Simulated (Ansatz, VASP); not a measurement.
## CdSe in VASP and in Ansatz

```
CELL_PARAMETERS angstrom
0.00000 3.06780 3.06780
3.06780 0.00000 3.06780
3.06780 3.06780 0.00000
ATOMIC_POSITIONS crystal
Cd 0.00000 0.00000 0.00000
Se 0.75000 0.75000 0.75000
```

Alike in both runs: task single point; functional PBE-based screened hybrid; k mesh 4 × 4 × 4; no spin polarisation.

```csv
,VASP,Ansatz
version,VASP 6.6.1,Ansatz 0.2.0
potentials or method,"VASP PAW PBE potentials, release 64 (Cd, Se)",plane waves
plane-wave cutoff (eV),520,420
occupations,"gaussian, width 0.01 eV",fixed
valence electrons in the cell,18,36
```

VASP gave:

```
gap on the k mesh at the Fermi level (eV) : 0.91
pressure (GPa)                            : 1.3
```

Task: Estimate Ansatz's values.

Result: gap on the k mesh at the Fermi level (eV): 0.91; pressure (GPa): 1.1.

VASP's potentials were made for PBE, not for PBE-based screened hybrid. VASP's potentials hold 18 valence electrons a cell and Ansatz's 36, so a difference there can come from the potentials and not from the codes. Ansatz's warnings: stress exchange threshold loose, stress scf threshold loose.

The k mesh is coarse, so the values compare programs but aren't converged.
